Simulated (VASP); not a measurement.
La4ZrO:

```
CELL_PARAMETERS angstrom
0.00000 4.27893 4.27893
4.27893 0.00000 4.27893
4.27893 4.27893 0.00000
ATOMIC_POSITIONS crystal
La 0.62616 0.62616 0.62616
La 0.62616 0.62616 0.12153
La 0.62616 0.12153 0.62616
La 0.12153 0.62616 0.62616
Zr 0.00000 0.00000 0.00000
O 0.75000 0.75000 0.75000
```

The cell was built from a structure type or drawn by symmetry, and may not be a known phase.

| Quantity | Value |
| --- | --- |
| Program | VASP 6.6.1 |
| Task | relaxation of cell and atoms |
| Functional | PBE |
| Potentials or basis | VASP PAW PBE potentials, release 64 (La, Zr_sv, O) |
| Cutoff | 600 eV |
| k mesh | 4 × 4 × 4 |
| Occupations | gaussian, width 0.1 eV |
| Spin | no spin polarisation |

At the start: pressure 43.2 GPa; volume 26.11 Å³/atom.

**Question.** How do energy, volume and symmetry change on relaxing?

**Answer.** Over 12 steps the energy falls by 1632.9 meV/atom and the volume is 37.56 Å³/atom (+43.8 %); space group F-43m (No. 216, to 0.1 Å) before and after.

Step by step:
```csv
step,energy change (eV),largest force (eV/Å),pressure (GPa),volume (Å³)
1,0.0000,12.2343,43.21,156.69
2,-1.1376,3.0709,-4.23,376.81
3,-3.9928,3.0909,-4.63,323.70
4,-6.1844,3.0955,-4.49,285.72
5,-9.3711,1.8758,1.31,214.79
6,-9.3982,1.1783,4.09,203.69
7,-9.4182,1.5528,2.61,209.06
8,-9.4197,1.4761,2.90,207.91
9,-9.7559,0.5420,-0.41,225.62
10,-9.7646,0.4391,-0.88,229.65
11,-9.7971,0.0152,0.19,225.12
12,-9.7972,0.0379,0.14,225.35
```

Final structure:
```cif
data_structure
_symmetry_space_group_name_H-M 'P 1'
_symmetry_Int_Tables_number 1
_cell_length_a 6.8306
_cell_length_b 6.8306
_cell_length_c 6.8306
_cell_angle_alpha 60.000
_cell_angle_beta 60.000
_cell_angle_gamma 60.000
_cell_volume 225.35
loop_
_atom_site_label
_atom_site_type_symbol
_atom_site_fract_x
_atom_site_fract_y
_atom_site_fract_z
_atom_site_occupancy
La1 La 0.61448 0.61448 0.61448 1
La2 La 0.61448 0.61448 0.15655 1
La3 La 0.61448 0.15655 0.61448 1
La4 La 0.15655 0.61448 0.61448 1
Zr1 Zr 0.00000 0.00000 0.00000 1
O1 O 0.75000 0.75000 0.75000 1
```

Caveat: the volume moved by over 15 % at a fixed basis, so the end points are rough.
